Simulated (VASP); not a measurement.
# Si2Ni (Fm-3m) in VASP: further runs

Si2Ni is run at these levels: LDA, PBEsol+D3(BJ), PBEsol+D4, PBE; tasks: single point, relaxation of cell and atoms.

Program: VASP 6.6.1. These are calculated values, not measurements. Logs are shortened: lines on timing, memory, paths and dates and some standing lists are left out, and cuts for length are marked.

## Step 1: The cell of the first run

Symmetry: Fm-3m, No. 225, cubic system. Conventional cell: a = 5.512 Å, b = 5.512 Å, c = 5.512 Å, α = 90.00°, β = 90.00°, γ = 90.00°. Ni (site symmetry m-3m) has 8 Si at 2.39 Å within 3.2 Å. Within 3.2 Å of Si (site symmetry -43m) lie 4 Ni at 2.39 Å and 6 Si at 2.76 Å.

## Step 2: Single point, LDA, collinear spin, ferromagnetic start (volume scaled by 1.06)

The input, INCAR:

```
SYSTEM = Si2Ni
PREC = Accurate
ENCUT = 520
EDIFF = 1E-6
ISMEAR = -1
SIGMA = 0.05
LREAL = .False.
LASPH = .True.
NELM = 150
ALGO = Normal
ISIF = 2
LWAVE = .False.
LCHARG = .True.
ISPIN = 2
MAGMOM = 1 0 0
LORBIT = 11
LMAXMIX = 4
GGA = CA
LELF = .True.
LVHAR = .True.
NBANDS = 20
```

The input, KPOINTS:

```
Automatic mesh
0
Gamma
  9 9 9
  0 0 0
```

The input, POSCAR:

```
Si2Ni
1.0
    0.0000000000      2.7560134590      2.7560134590
    2.7560134590      0.0000000000      2.7560134590
    2.7560134590      2.7560134590      0.0000000000
Ni Si
1 2
Direct
    0.0000000000      0.0000000000      0.0000000000
    0.7500000000      0.7500000000      0.7500000000
    0.2500000000      0.2500000000      0.2500000000
```

Potentials or basis: VASP PAW LDA potentials, release 64 (Ni, Si).

Command:

```bash
> cat potpaw_LDA.64/Ni/POTCAR potpaw_LDA.64/Si/POTCAR > POTCAR
> mpirun -np 1 vasp_std > vasp.out
```

OUTCAR:

```text
SYSTEM = Si2Ni
   PREC = Accurate
   ENCUT = 520
   EDIFF = 1E-6
   ISMEAR = -1
   LREAL = .False.
   LASPH = .True.
   NELM = 150
   ISIF = 2
   ISPIN = 2
   LORBIT = 11
   GGA = CA

 ion  position               nearest neighbor table
   1  0.000  0.000  0.000-   2 2.39   2 2.39   2 2.39   2 2.39   3 2.39   3 2.39   3 2.39   3 2.39

   2  0.750  0.750  0.750-   1 2.39   1 2.39   1 2.39   1 2.39   3 2.76   3 2.76   3 2.76   3 2.76
                             3 2.76   3 2.76
   3  0.250  0.250  0.250-   1 2.39   1 2.39   1 2.39   1 2.39   2 2.76   2 2.76   2 2.76   2 2.76
                             2 2.76   2 2.76

  LATTYP: Found a face centered cubic cell.
 ALAT       =     5.5120269180

  Lattice vectors:

 A1 = (   0.0000000000,   2.7560134590,   2.7560134590)
 A2 = (   2.7560134590,   0.0000000000,   2.7560134590)
 A3 = (   2.7560134590,   2.7560134590,   0.0000000000)

Analysis of symmetry for initial positions (statically):
=====================================================================
 Subroutine PRICEL returns:
 Original cell was already a primitive cell.

 Routine SETGRP: Setting up the symmetry group for a
 face centered cubic supercell.

 Subroutine GETGRP returns: Found 48 space group operations
 (whereof 48 operations were pure point group operations)
 out of a pool of 48 trial point group operations.

The static configuration has the point symmetry O_h .

Analysis of symmetry for dynamics (positions and initial velocities):
=====================================================================
 Subroutine PRICEL returns:
 Original cell was already a primitive cell.

 Routine SETGRP: Setting up the symmetry group for a
 face centered cubic supercell.

 Subroutine GETGRP returns: Found 48 space group operations
 (whereof 48 operations were pure point group operations)
 out of a pool of 48 trial point group operations.

The dynamic configuration has the point symmetry O_h .

Analysis of structural, dynamic, and magnetic symmetry:
=====================================================================
 Subroutine PRICEL returns:
 Original cell was already a primitive cell.

 Routine SETGRP: Setting up the symmetry group for a
 face centered cubic supercell.

 Subroutine GETGRP returns: Found 48 space group operations
 (whereof 48 operations were pure point group operations)
 out of a pool of 48 trial point group operations.

The overall configuration has the point symmetry O_h .

 Subroutine INISYM returns: Found 48 space group operations
 (whereof 48 operations are pure point group operations),
 and found     1 'primitive' translations

----------------------------------------------------------------------------------------

                                     Primitive cell

  volume of cell :      41.8672

  direct lattice vectors                    reciprocal lattice vectors
     0.000000000  2.756013459  2.756013459    -0.181421465  0.181421465  0.181421465
     2.756013459  0.000000000  2.756013459     0.181421465 -0.181421465  0.181421465
     2.756013459  2.756013459  0.000000000     0.181421465  0.181421465 -0.181421465

  length of vectors
     3.897591612  3.897591612  3.897591612     0.314231195  0.314231195  0.314231195

  position of ions in fractional coordinates (direct lattice)
     0.000000000  0.000000000  0.000000000
     0.750000000  0.750000000  0.750000000
     0.250000000  0.250000000  0.250000000

  ion indices of the primitive-cell ions
   primitive index   ion index
                 1           1
                 2           2
                 3           3

----------------------------------------------------------------------------------------

 KPOINTS: Automatic mesh

Automatic generation of k-mesh.
 Grid dimensions read from file:
 generate k-points for:    9    9    9

 Generating k-lattice:

  Cartesian coordinates                     Fractional coordinates (reciprocal lattice)
    -0.020157941  0.020157941  0.020157941     0.111111111  0.000000000  0.000000000
     0.020157941 -0.020157941  0.020157941     0.000000000  0.111111111  0.000000000
     0.020157941  0.020157941 -0.020157941     0.000000000  0.000000000  0.111111111

  Length of vectors
     0.034914577  0.034914577  0.034914577

  Shift w.r.t. Gamma in fractional coordinates (k-lattice)
     0.000000000  0.000000000  0.000000000

 Subroutine IBZKPT returns following result:
 ===========================================

 Found     35 irreducible k-points:

 Following reciprocal coordinates:
            Coordinates               Weight
  0.000000  0.000000  0.000000      1.000000
  0.111111  0.000000  0.000000      8.000000
  0.222222  0.000000  0.000000      8.000000
  0.333333  0.000000  0.000000      8.000000
  0.444444  0.000000  0.000000      8.000000
  0.111111  0.111111  0.000000      6.000000
[... 16 lines left out ...]
 -0.333333  0.333333  0.000000     12.000000
  0.444444  0.444444  0.000000      6.000000
 [... further k-points ...]
   k-points           NKPTS =     35   k-points in BZ     NKDIM =     35   number of bands    NBANDS=     20
   number of dos      NEDOS =    301   number of ions     NIONS =      3
   total plane-waves  NPLWV =  27000
   dimension x,y,z NGX =    30 NGY =   30 NGZ =   30
   dimension x,y,z NGXF=    60 NGYF=   60 NGZF=   60
   ions per type =               1   2
   NGX,Y,Z   is equivalent  to a cutoff of  12.80, 12.80, 12.80 a.u.
   NGXF,Y,Z  is equivalent  to a cutoff of  25.59, 25.59, 25.59 a.u.
 SYSTEM =  Si2Ni
   PREC   = accura    normal or accurate (medium, high low for compatibility)
   ISTART =      0    job   : 0-new  1-cont  2-samecut
   ICHARG =      2    charge: 1-file 2-atom 10-const
   ISPIN  =      2    spin polarized calculation?
   LNONCOLLINEAR =      F non collinear calculations
   LSORBIT =      F    spin-orbit coupling
   LASPH  =      T    aspherical Exc in radial PAW
   ENCUT  =  520.0 eV  38.22 Ry    6.18 a.u.   7.25  7.25  7.25*2*pi/ulx,y,z
   NELM   =    150;   NELMIN=  2; NELMDL= -5     # of ELM steps
   EDIFF  = 0.1E-05   stopping-criterion for ELM
   LREAL  =      F    real-space projection
   EDIFFG = 0.1E-04   stopping-criterion for IOM
   NSW    =      0    number of steps for IOM
   IBRION =     -1    ionic relax: 0-MD 1-quasi-New 2-CG
   NFREE  =      0    steps in history (QN), initial steepest desc. (CG)
   ISIF   =      2    stress and relaxation
   ISYM   =      2    0-nonsym 1-usesym 2-fastsym
   POTIM  = 0.5000    time-step for ionic-motion
   TEBEG  =    0.0;   TEEND  =   0.0 temperature during run
   PSTRESS=    0.0 pullay stress
   NELECT =      18.0000    total number of electrons
   NUPDOWN=      -1.0000    fix difference up-down
   EMIN   =  10.00;   EMAX   =-10.00  energy-range for DOS
   EFERMI =   0.00;   METHOD = LEGACY
   ISMEAR =    -1;   SIGMA  =   0.05  broadening in eV -4-tet -1-fermi 0-gaus
   EFERMI_NEDOS =   21; number of points for ismear=-14 and -15
   IALGO  =     38    algorithm
   IMIX   =      4    mixing-type and parameters
     AMIX     =   0.40;   BMIX     =  1.00
     AMIX_MAG =   1.60;   BMIX_MAG =  1.00
  volume/ion in A,a.u.               =      13.96        94.18
  Fermi-wavevector in a.u.,A,eV,Ry     =   1.235590  2.334926 20.771774  1.526682
  Thomas-Fermi vector in A             =   2.370233
   LORBIT       =     11    0 simple, 1 ext, 2 COOP (PROOUT), +10 PAW based schemes
   GGA     = CA    functional components
   LHFCALC =     F    Hartree Fock is set to
   AEXX    =    0.0000 exact exchange contribution
   IVDW    =     0    specifies the selected vdW correction
   LEPSILON=     F    determine dielectric tensor
   LRPA    =     F    only Hartree local field effects (RPA)
 spin polarized calculation
  energy-cutoff  :      520.00
  volume of cell :       41.87
 maximum number of plane-waves:      1147
 NGX is ok and might be reduce to    30
   NGX = 15   NGY = 15   NGZ = 15

 number of electron      18.0000008 magnetization      -0.0006146

 number of electron      18.0000008 magnetization       0.0000369

 Free energy of the ion-electron system (eV)
  ---------------------------------------------------
  ext. energy  EPLUGINS =         0.00000000
  ---------------------------------------------------
  free energy    TOTEN  =       -19.76785538 eV

  energy without entropy =      -19.76306761  energy(sigma->0) =      -19.76546149

 E-fermi :   9.4344     XC(G=0): -11.4943

 val. band max:        9.3172767843   @ k =   0.3333   0.2222   0.0000
 cond. band min:       9.5098411878   @ k =  -0.4444   0.4444   0.1111
 fundamental gap:      0.1925644035
 Fermi energy:         9.4344049257

 spin component 1

 k-point     1 :       0.0000    0.0000    0.0000
  band No.  band energies     occupation
      1      -3.7584      1.00000
      2       4.6468      1.00000
      3       4.6468      1.00000
      4       4.6468      1.00000
      5       6.2818      1.00000
      6       6.2818      1.00000
[... 12 lines left out ...]
     19      18.3099      0.00000
[... 513 lines left out ...]
      4       5.2232      1.00000
      5       5.2232      1.00000
      6       6.2753      1.00000
[... 12 lines left out ...]
     19      22.9603      0.00000
     20      22.9603      0.00000

 [... further k-points ...]

 spin component 2

 k-point     1 :       0.0000    0.0000    0.0000
  band No.  band energies     occupation
      1      -3.7583      1.00000
      2       4.6469      1.00000
      3       4.6469      1.00000
      4       4.6469      1.00000
      5       6.2821      1.00000
      6       6.2821      1.00000
[... 12 lines left out ...]
     19      18.3101      0.00000
[... 513 lines left out ...]
      4       5.2233      1.00000
      5       5.2233      1.00000
      6       6.2754      1.00000
[... 12 lines left out ...]
     19      22.9604      0.00000
     20      22.9604      0.00000

 [... further k-points ...]

------------------------ aborting loop because EDIFF is reached ----------------------------------------

  FORCE on cell =-STRESS in cart. coord.  units (eV):
  Direction    XX          YY          ZZ          XY          YZ          ZX
  --------------------------------------------------------------------------------------
  -------------------------------------------------------------------------------------
  Total       -3.0410467     -3.0410467     -3.0410467      0.0000000      0.0000000     -0.0000000
  in kB     -116.3749959   -116.3749959   -116.3749959      0.0000000      0.0000000     -0.0000000
  external PRESSURE =    -116.3749959 kB  Pullay stress =       0.0000000 kB

 VOLUME and BASIS-vectors are now :
 -----------------------------------------------------------------------------
  energy-cutoff  :      520.00
  volume of cell :       41.87
      direct lattice vectors                 reciprocal lattice vectors
     0.000000000  2.756013459  2.756013459    -0.181421465  0.181421465  0.181421465
     2.756013459  0.000000000  2.756013459     0.181421465 -0.181421465  0.181421465
     2.756013459  2.756013459  0.000000000     0.181421465  0.181421465 -0.181421465

 POSITION                                       TOTAL-FORCE (eV/Angst)
 -----------------------------------------------------------------------------------
      0.00000      0.00000      0.00000        -0.000000      0.000000     -0.000000
      4.13402      4.13402      4.13402        -0.000000     -0.000000     -0.000000
      1.37801      1.37801      1.37801         0.000000      0.000000      0.000000
 -----------------------------------------------------------------------------------
    total drift:                                0.000000     -0.000000     -0.000000

  FREE ENERGIE OF THE ION-ELECTRON SYSTEM (eV)
  ---------------------------------------------------
  free  energy   TOTEN  =       -19.7678553840 eV

  energy  without entropy=      -19.7630676055  energy(sigma->0) =      -19.76546149

 total charge

# of ion       s       p       d       tot
------------------------------------------
    1        0.537   0.717   8.441   9.695
    2        0.763   0.809   0.000   1.571
    3        0.763   0.809   0.000   1.571
--------------------------------------------------
tot          2.062   2.334   8.441  12.838

 magnetization (x)

# of ion       s       p       d       tot
------------------------------------------
    1       -0.000  -0.000   0.000   0.000
    2        0.000   0.000   0.000   0.000
    3        0.000   0.000   0.000   0.000
--------------------------------------------------
tot         -0.000   0.000   0.000   0.000
```

Wall time 30 s (1 thread of Intel Xeon 6975P-C (Granite Rapids), shared host); peak memory 0.18 GiB.

What came out:

```yaml
Free_energy: -19.7679 eV
Pressure: -11.6 GPa
Band_gap_on_the_k_mesh: zero (filled and empty bands overlap)
Net_moment: 0.00 μB per cell
Valence_electrons_inside_the_program's_atomic_spheres: Ni 9.70; Si 1.57
```

Levels at points of the mesh, in eV from the Fermi level:
Spin up:
| k point | band 5 | band 6 | band 7 | band 8 | band 9 | band 10 | band 11 | band 12 | band 13 | band 14 |
| --- | --- | --- | --- | --- | --- | --- | --- | --- | --- | --- |
| (0.00, 0.00, 0.00) | -3.15 | -3.15 | -0.74 | 1.70 | 1.70 | 1.70 | 2.45 | 2.45 | 2.45 | 4.64 |
Spin down:
```
           k point  band 7  band 8  band 9  band 10  band 11  band 12
(0.00, 0.00, 0.00)   -0.74    1.70    1.70     1.70     2.45     2.45
```

[end of part 1 of 3]
